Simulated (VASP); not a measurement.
Here is a VASP 6.6.1 calculation.

Contents of INCAR:

```
SYSTEM = AlNi
ALGO = Fast
EDIFF = 1E-7
ENCUT = 520
GGA = PE
ISIF = 2
ISMEAR = 0
LASPH = .TRUE.
LCHARG = .TRUE.
LELF = .TRUE.
LREAL = .FALSE.
LVHAR = .TRUE.
LWAVE = .FALSE.
NBANDS = 14
NELM = 100
PREC = Accurate
SIGMA = 0.15
```

KPOINTS

```
k-points
0
G
  20 20 20
  0 0 0
```

File POSCAR:

```
AlNi
1.0
    2.0428098070     -1.7363883359      0.0000000000
    2.0428098070      1.7363883359      0.0000000000
    0.0000000000      0.0000000000      2.9011416498
Al Ni
1 1
Direct
    0.0000000000      0.0000000000      0.0000000000
    0.5000000000      0.5000000000      0.5000000000
```

Potentials or basis: VASP PAW PBE potentials, release 64 (Al, Ni).

The run is started by

```console
$ cat potpaw_PBE.64/Al/POTCAR potpaw_PBE.64/Ni/POTCAR > POTCAR
$ mpirun -np 1 vasp_std > vasp.out
```

Predict the pressure.

40.9 GPa.

Predict the band gap on the k mesh.

zero (an odd number of electrons rules out a gap without spin polarisation).

Stress tensor (GPa, compression positive):
```
14.99  0.00  0.00
 0.00 66.97  0.00
 0.00  0.00 40.80
```

Caveat: the cell differs from its parent crystal (strain -0.1500 x Voigt [0, 1, 0, 0, 0, 0]); the stress differs along the axes, from 15 to 67 GPa. Spin polarisation is off, so any magnetic state and its effect on volume and gap are missing.
